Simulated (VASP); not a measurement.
# C (P6_3/mmc) in VASP: a series of runs

The runs below take C through single point, relaxation of the atoms, with r2SCAN.

Everything below comes from runs of VASP 6.6.1. Logs are shortened: lines on timing, memory, paths and dates and some standing lists are left out, and cuts for length are marked.

## (1) The cell of the first run

Symmetry: P6_3/mmc, No. 194, hexagonal system. The conventional cell has a = 2.569 Å, b = 2.569 Å, c = 4.231 Å, α = 90.00°, β = 90.00°, γ = 120.00°. Within 2.1 Å of C (site symmetry 3m) lie 4 C at 1.57 to 1.59 Å.

## (2) Single point, r2SCAN (strained cell)

File POSCAR:

```
C
1.0
    2.5688887225      0.0000000000      0.0000000000
   -1.2844443613      2.2247228932      0.0000000000
    0.0000000000      0.0000000000      4.2313878940
C
4
Direct
    0.3333333333      0.6666666667     -0.0004103490
    0.6666666667      0.3333333333      0.4995896510
    0.3333333333      0.6666666667      0.3744103490
    0.6666666667      0.3333333333      0.8744103490
```

File INCAR.step1:

```
SYSTEM = C
PREC = Accurate
ENCUT = 520
ISMEAR = 0
SIGMA = 0.02
LREAL = .False.
LASPH = .True.
NELM = 80
NBANDS = 16
GGA = PE
ALGO = Normal
EDIFF = 1E-4
LWAVE = .True.
LCHARG = .False.
```

File INCAR.step2:

```
SYSTEM = C
PREC = Accurate
ENCUT = 520
EDIFF = 1E-6
ISMEAR = 0
SIGMA = 0.02
LREAL = .False.
LASPH = .True.
NELM = 80
ALGO = Normal
ISIF = 2
LWAVE = .False.
LCHARG = .False.
METAGGA = R2SCAN
LMIXTAU = .True.
NBANDS = 16
ISTART = 1
```

File KPOINTS:

```
Automatic mesh
0
Gamma
  9 9 6
  0 0 0
```

Potentials or basis: VASP PAW PBE potentials, release 64 (C).

Started as:

```bash
$ cat potpaw_PBE.64/C/POTCAR > POTCAR
$ cp INCAR.step1 INCAR
$ mpirun -np 1 vasp_std > vasp.out
$ cp INCAR.step2 INCAR
$ mpirun -np 1 vasp_std > vasp.out
```

OUTCAR:

```text
SYSTEM = C
   PREC = Accurate
   ENCUT = 520
   EDIFF = 1E-6
   ISMEAR = 0
   LREAL = .False.
   LASPH = .True.
   NELM = 80
   ISIF = 2
   METAGGA = R2SCAN
   ISTART = 1

 ion  position               nearest neighbor table
   1  0.333  0.667  1.000-   4 1.57   4 1.57   4 1.57   3 1.59
   2  0.667  0.333  0.500-   3 1.57   3 1.57   3 1.57   4 1.59
   3  0.333  0.667  0.374-   2 1.57   2 1.57   2 1.57   1 1.59
   4  0.667  0.333  0.874-   1 1.57   1 1.57   1 1.57   2 1.59

  LATTYP: Found a hexagonal cell.
 ALAT       =     2.5688887225
 C/A-ratio  =     1.6471666744

  Lattice vectors:

 A1 = (   2.5688887225,   0.0000000000,   0.0000000000)
 A2 = (  -1.2844443613,   2.2247228932,   0.0000000000)
 A3 = (   0.0000000000,   0.0000000000,   4.2313878940)

Analysis of symmetry for initial positions (statically):
=====================================================================
 Subroutine PRICEL returns:
 Original cell was already a primitive cell.

 Routine SETGRP: Setting up the symmetry group for a
 hexagonal supercell.

 Subroutine GETGRP returns: Found 24 space group operations
 (whereof  6 operations were pure point group operations)
 out of a pool of 24 trial point group operations.

The static configuration has the point symmetry C_3v.
 The point group associated with its full space group is D_6h.

Analysis of symmetry for dynamics (positions and initial velocities):
=====================================================================
 Subroutine PRICEL returns:
 Original cell was already a primitive cell.

 Routine SETGRP: Setting up the symmetry group for a
 hexagonal supercell.

 Subroutine GETGRP returns: Found 24 space group operations
 (whereof  6 operations were pure point group operations)
 out of a pool of 24 trial point group operations.

The dynamic configuration has the point symmetry C_3v.
 The point group associated with its full space group is D_6h.

 Subroutine INISYM returns: Found 24 space group operations
 (whereof  6 operations are pure point group operations),
 and found     1 'primitive' translations

----------------------------------------------------------------------------------------

                                     Primitive cell

  volume of cell :      24.1827

  direct lattice vectors                    reciprocal lattice vectors
     2.568888723  0.000000000  0.000000000     0.389273382  0.224747092  0.000000000
    -1.284444361  2.224722893  0.000000000     0.000000000  0.449494183  0.000000000
     0.000000000  0.000000000  4.231387894     0.000000000  0.000000000  0.236329078

  length of vectors
     2.568888723  2.568888723  4.231387894     0.449494183  0.449494183  0.236329078

  position of ions in fractional coordinates (direct lattice)
     0.333333333  0.666666667  0.999589651
     0.666666667  0.333333333  0.499589651
     0.333333333  0.666666667  0.374410349
     0.666666667  0.333333333  0.874410349

  ion indices of the primitive-cell ions
   primitive index   ion index
                 1           1
                 2           2
                 3           3
                 4           4

----------------------------------------------------------------------------------------

 KPOINTS: Automatic mesh

Automatic generation of k-mesh.
 Grid dimensions read from file:
 generate k-points for:    9    9    6

 Generating k-lattice:

  Cartesian coordinates                     Fractional coordinates (reciprocal lattice)
     0.043252598  0.024971899  0.000000000     0.111111111  0.000000000  0.000000000
     0.000000000  0.049943798  0.000000000     0.000000000  0.111111111  0.000000000
     0.000000000  0.000000000  0.039388180     0.000000000  0.000000000  0.166666667

  Length of vectors
     0.049943798  0.049943798  0.039388180

  Shift w.r.t. Gamma in fractional coordinates (k-lattice)
     0.000000000  0.000000000  0.000000000

 Subroutine IBZKPT returns following result:
 ===========================================

 Found     48 irreducible k-points:

 Following reciprocal coordinates:
            Coordinates               Weight
  0.000000  0.000000  0.000000      1.000000
  0.111111  0.000000  0.000000      6.000000
  0.222222  0.000000  0.000000      6.000000
  0.333333  0.000000  0.000000      6.000000
  0.444444  0.000000  0.000000      6.000000
  0.111111  0.111111  0.000000      6.000000
[... 16 lines left out ...]
  0.333333  0.222222  0.166667     24.000000
  0.333333  0.333333  0.166667      4.000000
 [... further k-points ...]
   k-points           NKPTS =     48   k-points in BZ     NKDIM =     48   number of bands    NBANDS=     16
   number of dos      NEDOS =    301   number of ions     NIONS =      4
   total plane-waves  NPLWV =  12800
   dimension x,y,z NGX =    20 NGY =   20 NGZ =   32
   dimension x,y,z NGXF=    40 NGYF=   40 NGZF=   64
   ions per type =               4
   NGX,Y,Z   is equivalent  to a cutoff of  12.94, 12.94, 12.57 a.u.
   NGXF,Y,Z  is equivalent  to a cutoff of  25.89, 25.89, 25.14 a.u.
 SYSTEM =  C
   PREC   = accura    normal or accurate (medium, high low for compatibility)
   ISTART =      1    job   : 0-new  1-cont  2-samecut
   ICHARG =      0    charge: 1-file 2-atom 10-const
   ISPIN  =      1    spin polarized calculation?
   LNONCOLLINEAR =      F non collinear calculations
   LSORBIT =      F    spin-orbit coupling
   LASPH  =      T    aspherical Exc in radial PAW
   ENCUT  =  520.0 eV  38.22 Ry    6.18 a.u.   4.78  4.78  7.87*2*pi/ulx,y,z
   NELM   =     80;   NELMIN=  2; NELMDL=  0     # of ELM steps
   EDIFF  = 0.1E-05   stopping-criterion for ELM
   LREAL  =      F    real-space projection
   EDIFFG = 0.1E-04   stopping-criterion for IOM
   NSW    =      0    number of steps for IOM
   IBRION =     -1    ionic relax: 0-MD 1-quasi-New 2-CG
   NFREE  =      0    steps in history (QN), initial steepest desc. (CG)
   ISIF   =      2    stress and relaxation
   ISYM   =      2    0-nonsym 1-usesym 2-fastsym
   POTIM  = 0.5000    time-step for ionic-motion
   TEBEG  =    0.0;   TEEND  =   0.0 temperature during run
   PSTRESS=    0.0 pullay stress
   NELECT =      16.0000    total number of electrons
   NUPDOWN=      -1.0000    fix difference up-down
   EMIN   =  10.00;   EMAX   =-10.00  energy-range for DOS
   EFERMI =   0.00;   METHOD = LEGACY
   ISMEAR =     0;   SIGMA  =   0.02  broadening in eV -4-tet -1-fermi 0-gaus
   EFERMI_NEDOS =   21; number of points for ismear=-14 and -15
   IALGO  =     38    algorithm
   IMIX   =      4    mixing-type and parameters
     AMIX     =   0.40;   BMIX     =  1.00
     AMIX_MAG =   1.60;   BMIX_MAG =  1.00
  volume/ion in A,a.u.               =       6.05        40.80
  Fermi-wavevector in a.u.,A,eV,Ry     =   1.426527  2.695746 27.687592  2.034981
  Thomas-Fermi vector in A             =   2.546795
   LORBIT       =      0    0 simple, 1 ext, 2 COOP (PROOUT), +10 PAW based schemes
   METAGGA = R2SCAN    functional components
   LHFCALC =     F    Hartree Fock is set to
   AEXX    =    0.0000 exact exchange contribution
   IVDW    =     0    specifies the selected vdW correction
   LEPSILON=     F    determine dielectric tensor
   LRPA    =     F    only Hartree local field effects (RPA)
 non-spin polarized calculation
 Gauss-broadening in eV      SIGMA  =   0.02
  energy-cutoff  :      520.00
  volume of cell :       24.18
 maximum number of plane-waves:       663
 NGX is ok and might be reduce to    20
   NGX =  9   NGY =  9   NGZ = 15

 number of electron      15.9999999 magnetization

 Free energy of the ion-electron system (eV)
  ---------------------------------------------------
  ext. energy  EPLUGINS =         0.00000000
  ---------------------------------------------------
  free energy    TOTEN  =       -39.07373961 eV

  energy without entropy =      -39.07373961  energy(sigma->0) =      -39.07373961

 E-fermi :   9.1690     XC(G=0): -13.9033

 val. band max:        9.0827814888   @ k =   0.0000   0.0000   0.0000
 cond. band min:      12.8762731964   @ k =   0.3333   0.3333   0.0000
 fundamental gap:      3.7934917077
 Fermi energy:         9.1690235906

 k-point     1 :       0.0000    0.0000    0.0000
  band No.  band energies     occupation
      1     -13.0455      2.00000
      2      -7.5148      2.00000
      3      -4.5501      2.00000
      4       5.9034      2.00000
      5       5.9034      2.00000
      6       8.6451      2.00000
[... 8 lines left out ...]
     15      21.9857      0.00000
     16      27.0913      0.00000

 k-point     2 :       0.1111    0.0000    0.0000
  band No.  band energies     occupation
      1     -12.7412      2.00000
      2      -7.2349      2.00000
      3      -4.2838      2.00000
      4       4.4219      2.00000
      5       5.3236      2.00000
      6       7.8139      2.00000
[... 8 lines left out ...]
     15      22.4820      0.00000
     16      26.0894      0.00000

 k-point     3 :       0.2222    0.0000    0.0000
  band No.  band energies     occupation
      1     -11.8368      2.00000
      2      -6.4013      2.00000
      3      -3.5509      2.00000
      4       1.4351      2.00000
      5       4.1858      2.00000
      6       5.1546      2.00000
[... 8 lines left out ...]
     15      23.9230      0.00000
     16      24.0056      0.00000

 k-point     4 :       0.3333    0.0000    0.0000
  band No.  band energies     occupation
      1     -10.3679      2.00000
      2      -5.0410      2.00000
      3      -3.1241      2.00000
      4      -0.9973      2.00000
      5       2.2466      2.00000
      6       3.1990      2.00000
[... 8 lines left out ...]
     15      24.0800      0.00000
     16      25.5149      0.00000
[... 324 lines left out ...]
 k-point    22 :       0.2222    0.2222    0.1667
  band No.  band energies     occupation
      1      -9.3247      2.00000
      2      -5.2714      2.00000
      3      -2.6289      2.00000
      4       0.4685      2.00000
      5       0.5526      2.00000
      6       1.3532      2.00000
[... 8 lines left out ...]
     15      22.8821      0.00000
     16      25.5161      0.00000

 k-point    23 :       0.3333    0.2222    0.1667
  band No.  band energies     occupation
      1      -7.5182      2.00000
      2      -4.8516      2.00000
      3      -3.2532      2.00000
      4      -0.8054      2.00000
      5      -0.4408      2.00000
      6       1.6333      2.00000
[... 8 lines left out ...]
     15      24.3333      0.00000
     16      25.5917      0.00000

 k-point    24 :       0.3333    0.3333    0.1667
  band No.  band energies     occupation
      1      -5.9152      2.00000
      2      -5.9152      2.00000
      3      -1.7890      2.00000
      4      -1.7890      2.00000
      5      -1.6270      2.00000
      6       1.8336      2.00000
[... 8 lines left out ...]
     15      24.3226      0.00000
     16      24.3226      0.00000

 [... further k-points ...]
[... 5 lines left out ...]
  --------------------------------------------------------------------------------------
  -------------------------------------------------------------------------------------
  Total       -4.4868273     -4.4868273     -2.6264436      0.0000000      0.0000000     -0.0000000
  in kB     -297.2664391   -297.2664391   -174.0101613      0.0000000      0.0000000     -0.0000000
  external PRESSURE =    -256.1810131 kB  Pullay stress =       0.0000000 kB

 VOLUME and BASIS-vectors are now :
 -----------------------------------------------------------------------------
  energy-cutoff  :      520.00
  volume of cell :       24.18
      direct lattice vectors                 reciprocal lattice vectors
     2.568888723  0.000000000  0.000000000     0.389273382  0.224747092  0.000000000
    -1.284444361  2.224722893  0.000000000     0.000000000  0.449494183  0.000000000
     0.000000000  0.000000000  4.231387894     0.000000000  0.000000000  0.236329078

 POSITION                                       TOTAL-FORCE (eV/Angst)
 -----------------------------------------------------------------------------------
     -0.00000      1.48315      4.22965        -0.000000      0.000000      0.004792
      1.28444      0.74157      2.11396         0.000000     -0.000000      0.004792
     -0.00000      1.48315      1.58428        -0.000000     -0.000000     -0.004792
      1.28444      0.74157      3.69997         0.000000     -0.000000     -0.004792
 -----------------------------------------------------------------------------------
    total drift:                               -0.000000      0.000000      0.000004

  FREE ENERGIE OF THE ION-ELECTRON SYSTEM (eV)
  ---------------------------------------------------
  free  energy   TOTEN  =       -39.0737396087 eV

  energy  without entropy=      -39.0737396087  energy(sigma->0) =      -39.07373961
```

It took 36 s on 1 thread of AMD EPYC 9R45 (Zen 5), shared host; peak memory 0.1 GiB.

What came out:

| Item | Value |
| --- | --- |
| Free energy | -39.0737 eV |
| Pressure | -25.6 GPa |
| Largest force | 0.005 eV/Å |
| Band gap on the k mesh | 3.79 eV, indirect (least direct gap 4.96 eV) |

Forces on the atoms (eV/Å):
```
C    0.000  0.000  0.005
C    0.000  0.000  0.005
C    0.000  0.000 -0.005
C    0.000  0.000 -0.005
```

Stress tensor (GPa, compression positive):
```
-29.73   0.00   0.00
  0.00 -29.73   0.00
  0.00   0.00 -17.40
```

Levels at points of the mesh, in eV from the valence-band top:
```csv
k point,band 4,band 5,band 6,band 7,band 8,band 9,band 10,band 11,band 12,band 13
"(0.00, 0.00, 0.00)",-3.18,-3.18,-0.44,0.00,0.00,4.96,4.96,5.69,7.35,9.61
"(0.00, 0.00, 0.50)",-7.01,-1.91,-1.91,-1.91,-1.91,7.30,7.30,7.30,7.30,7.35
```

Caveat: the cell differs from its parent crystal (strained cell); the PAW data sets were made with another functional, which shifts forces and pressure a little.

(Continued in part 2 of 2.)
